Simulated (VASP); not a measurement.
Runs of VASP 6.6.1 on TlBr. The structure is that of space group Pm-3m (No. 221), or close to it. The cells are those of the table. 

| task | cell | gap on the mesh (eV) | pressure (GPa) |
| --- | --- | --- | --- |
| single point | a = 3.703 Å, 2 atoms | 0.88 | 7.0 |
| relaxation of cell and atoms | relaxed to 1 GPa from a = 3.915 Å, 2 atoms | 1.49 | 1.0 |
| relaxation of cell and atoms | relaxed to 2 GPa from a = 3.915 Å, 2 atoms | 1.40 | 2.0 |
| relaxation of cell and atoms | relaxed to 7 GPa from a = 3.915 Å, 2 atoms | (a) | 7.0 |
| single point | a = 3.834 Å, 2 atoms | 1.40 | 2.0 |
| relaxation of cell and atoms | relaxed to 10 GPa from a = 3.915 Å, 2 atoms | 0.57 | 10.0 |
| single point | a = 3.773 Å, 2 atoms | 1.22 | 4.0 |
| single point | a = 3.870 Å, 2 atoms | 1.49 | 1.0 |
| relaxation of cell and atoms | relaxed to 4 GPa from a = 3.915 Å, 2 atoms | 1.22 | 4.0 |
| single point | a = 3.647 Å, 2 atoms | 0.57 | 10.0 |
| single point | a = 3.575 Å, 2 atoms | 0.14 | 15.0 |
| relaxation of cell and atoms | relaxed to 15 GPa from a = 3.915 Å, 2 atoms | 0.14 | 15.0 |

Alike in all rows: level PBEsol; potentials or basis VASP PAW PBE potentials, release 64 (Tl_d, Br); no spin polarisation; k mesh 6 × 6 × 6; cutoff (eV) 500; smearing gaussian 0.01 eV.

Task: Estimate the missing entries.

Result: (a) 0.87.

Caveats: the PAW data sets were made with another functional, which shifts forces and pressure a little; spin-orbit coupling is left out, which moves the levels of the heavy elements; the cell is relaxed towards a set pressure, so the enthalpy falls and the energy may rise (some runs).

A k mesh can miss the band edges, and the runs leave out spin-orbit coupling on Br, Tl.
